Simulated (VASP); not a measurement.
# PbSe2 (I4/mcm) in VASP: further runs, part 2 of 2

VASP 6.6.1.

## Step 3: Single point, r2SCAN

The input, POSCAR:

```
PbSe2
1.0
   -3.2386329600      3.2386329600      3.9021962900
    3.2386329600     -3.2386329600      3.9021962900
    3.2386329600      3.2386329600     -3.9021962900
Pb Se
2 4
Direct
    0.2500000000      0.2500000000      0.0000000000
    0.7500000000      0.7500000000      0.0000000000
    0.6298167375      0.1298167375      0.7596334750
    0.3701832625      0.8701832625      0.2403665250
    0.8701832625      0.6298167375      0.5000000000
    0.1298167375      0.3701832625      0.5000000000
```

The input, INCAR.step1:

```
PREC = Accurate
ENCUT = 520
ISMEAR = 0
SIGMA = 0.01
LREAL = False
LASPH = True
NELM = 80
NBANDS = 35
GGA = PE
ALGO = Normal
EDIFF = 1E-4
LWAVE = True
LCHARG = False
```

The input, INCAR.step2:

```
PREC = Accurate
ENCUT = 520
EDIFF = 1E-6
ISMEAR = 0
SIGMA = 0.01
LREAL = False
LASPH = True
NELM = 80
ALGO = Normal
ISIF = 2
LWAVE = False
LCHARG = False
METAGGA = R2SCAN
LMIXTAU = True
NBANDS = 35
ISTART = 1
```

The input, KPOINTS:

```
Automatic mesh
0
Gamma
  8 8 8
```

Potentials or basis: VASP PAW PBE potentials, release 64 (Pb_d, Se).

Run with:

```sh
$ cat potpaw_PBE.64/Pb_d/POTCAR potpaw_PBE.64/Se/POTCAR > POTCAR
$ cp INCAR.step1 INCAR
$ mpirun -np 1 vasp_std > vasp.out
$ cp INCAR.step2 INCAR
$ mpirun -np 1 vasp_std > vasp.out
```

OUTCAR:

```text
PREC = Accurate
   ENCUT = 520
   EDIFF = 1E-6
   ISMEAR = 0
   LREAL = False
   LASPH = True
   NELM = 80
   ISIF = 2
   METAGGA = R2SCAN
   ISTART = 1

 ion  position               nearest neighbor table
   1  0.250  0.250  0.000-   4 3.20   3 3.20   3 3.20   4 3.20   6 3.20   6 3.20   5 3.20   5 3.20
                             2 3.90   2 3.90
   2  0.750  0.750  0.000-   4 3.20   3 3.20   3 3.20   4 3.20   5 3.20   5 3.20   6 3.20   6 3.20
                             1 3.90   1 3.90
   3  0.630  0.130  0.760-   4 2.38   2 3.20   1 3.20   2 3.20   1 3.20
   4  0.370  0.870  0.240-   3 2.38   1 3.20   2 3.20   1 3.20   2 3.20
   5  0.870  0.630  0.500-   6 2.38   2 3.20   1 3.20   2 3.20   1 3.20
   6  0.130  0.370  0.500-   5 2.38   1 3.20   2 3.20   1 3.20   2 3.20

  LATTYP: Found a body centered tetragonal cell.
 ALAT       =     6.4772659200
 C/A-ratio  =     1.2048899453

  Lattice vectors:

 A1 = (  -3.2386329600,   3.2386329600,   3.9021962900)
 A2 = (   3.2386329600,  -3.2386329600,   3.9021962900)
 A3 = (   3.2386329600,   3.2386329600,  -3.9021962900)

Analysis of symmetry for initial positions (statically):
=====================================================================
 Subroutine PRICEL returns:
 Original cell was already a primitive cell.

 Routine SETGRP: Setting up the symmetry group for a
 body centered tetragonal supercell.

 Subroutine GETGRP returns: Found 16 space group operations
 (whereof  8 operations were pure point group operations)
 out of a pool of 16 trial point group operations.

The static configuration has the point symmetry C_4h.
 The point group associated with its full space group is D_4h.

Analysis of symmetry for dynamics (positions and initial velocities):
=====================================================================
 Subroutine PRICEL returns:
 Original cell was already a primitive cell.

 Routine SETGRP: Setting up the symmetry group for a
[... 131 lines left out ...]
   EFERMI_NEDOS =   21; number of points for ismear=-14 and -15
   IALGO  =     38    algorithm
   IMIX   =      4    mixing-type and parameters
     AMIX     =   0.40;   BMIX     =  1.00
     AMIX_MAG =   1.60;   BMIX_MAG =  1.00
  volume/ion in A,a.u.               =      27.29       184.14
  Fermi-wavevector in a.u.,A,eV,Ry     =   1.116979  2.110785 16.975208  1.247643
  Thomas-Fermi vector in A             =   2.253598
   LORBIT       =      0    0 simple, 1 ext, 2 COOP (PROOUT), +10 PAW based schemes
   METAGGA = R2SCAN    functional components
   LHFCALC =     F    Hartree Fock is set to
   AEXX    =    0.0000 exact exchange contribution
   IVDW    =     0    specifies the selected vdW correction
   LEPSILON=     F    determine dielectric tensor
   LRPA    =     F    only Hartree local field effects (RPA)
 non-spin polarized calculation
 Gauss-broadening in eV      SIGMA  =   0.01
  energy-cutoff  :      520.00
  volume of cell :      163.72
 maximum number of plane-waves:      4426
 NGX is ok and might be reduce to    48
   NGX = 23   NGY = 23   NGZ = 23

 number of electron      52.0000008 magnetization

 Free energy of the ion-electron system (eV)
  ---------------------------------------------------
  ext. energy  EPLUGINS =         0.00000000
  ---------------------------------------------------
  free energy    TOTEN  =      -172.23660699 eV

  energy without entropy =     -172.23660699  energy(sigma->0) =     -172.23660699

 E-fermi :   4.6878     XC(G=0): -10.0178

 val. band max:        4.6480833338   @ k =   0.5000   0.5000   0.5000
 cond. band min:       4.7376539221   @ k =   0.5000   0.5000   0.2500
 fundamental gap:      0.0895705883
 Fermi energy:         4.6878062603

 k-point     1 :       0.0000    0.0000    0.0000
  band No.  band energies     occupation
      1     -13.1570      2.00000
      2     -13.1500      2.00000
      3     -13.1500      2.00000
      4     -13.1059      2.00000
      5     -13.0767      2.00000
      6     -13.0767      2.00000
[... 901 lines left out ...]
     34       8.6802      0.00000
     35      11.8559      0.00000

 [... further k-points ...]
[... 5 lines left out ...]
  --------------------------------------------------------------------------------------
  -------------------------------------------------------------------------------------
  Total       -0.0369238     -0.0369238     -0.0127084      0.0000000      0.0000000      0.0000000
  in kB       -0.3613472     -0.3613472     -0.1243679      0.0000000      0.0000000      0.0000000
  external PRESSURE =      -0.2823541 kB  Pullay stress =       0.0000000 kB

 VOLUME and BASIS-vectors are now :
 -----------------------------------------------------------------------------
  energy-cutoff  :      520.00
  volume of cell :      163.72
      direct lattice vectors                 reciprocal lattice vectors
    -3.238632960  3.238632960  3.902196290     0.000000000  0.154386127  0.128132970
     3.238632960 -3.238632960  3.902196290     0.154386127  0.000000000  0.128132970
     3.238632960  3.238632960 -3.902196290     0.154386127  0.154386127  0.000000000

 POSITION                                       TOTAL-FORCE (eV/Angst)
 -----------------------------------------------------------------------------------
      0.00000      0.00000      1.95110         0.000000      0.000000     -0.000000
      0.00000      0.00000      5.85329         0.000000      0.000000     -0.000000
      0.84086      4.07949      0.00000        -0.007183     -0.007183     -0.000000
      2.39778     -0.84086      3.90220         0.007183      0.007183      0.000000
      0.84086      2.39778      3.90220        -0.007183      0.007183     -0.000000
      2.39778      0.84086      0.00000         0.007183     -0.007183     -0.000000
 -----------------------------------------------------------------------------------
    total drift:                               -0.000000     -0.000000      0.000000

  FREE ENERGIE OF THE ION-ELECTRON SYSTEM (eV)
  ---------------------------------------------------
  free  energy   TOTEN  =      -172.2366069882 eV

  energy  without entropy=     -172.2366069882  energy(sigma->0) =     -172.23660699
```

OUTCAR.step1:

```text
PREC = Accurate
   ENCUT = 520
   ISMEAR = 0
   LREAL = False
   LASPH = True
[... 1153 lines left out ...]
      0.84086      4.07949      0.00000         0.173432      0.173432     -0.000000
      2.39778     -0.84086      3.90220        -0.173432     -0.173432      0.000000
      0.84086      2.39778      3.90220         0.173432     -0.173432     -0.000000
      2.39778      0.84086      0.00000        -0.173432      0.173432     -0.000000
 -----------------------------------------------------------------------------------
    total drift:                               -0.000000     -0.000000      0.000000

  FREE ENERGIE OF THE ION-ELECTRON SYSTEM (eV)
  ---------------------------------------------------
  free  energy   TOTEN  =       -23.0827940634 eV

  energy  without entropy=      -23.0827710785  energy(sigma->0) =      -23.08278257
```

Wall time 13 min (1 thread of Intel Xeon Platinum 8488C (Sapphire Rapids), shared host); peak memory 0.54 GiB.

What came out:

```
Free energy            : -172.2366 eV
Pressure               : 0.0 GPa
Largest force          : 0.010 eV/Å
Band gap on the k mesh : 0.09 eV, indirect (least direct gap 0.67 eV)
```

Forces on the atoms (eV/Å):
```
Pb   0.000  0.000  0.000
Pb   0.000  0.000  0.000
Se  -0.007 -0.007  0.000
Se   0.007  0.007  0.000
Se  -0.007  0.007  0.000
Se   0.007 -0.007  0.000
```

Caveat: the PAW data sets were made with another functional, which shifts forces and pressure a little; spin-orbit coupling is left out, which moves the levels of the heavy elements. A k mesh can miss the band edges.
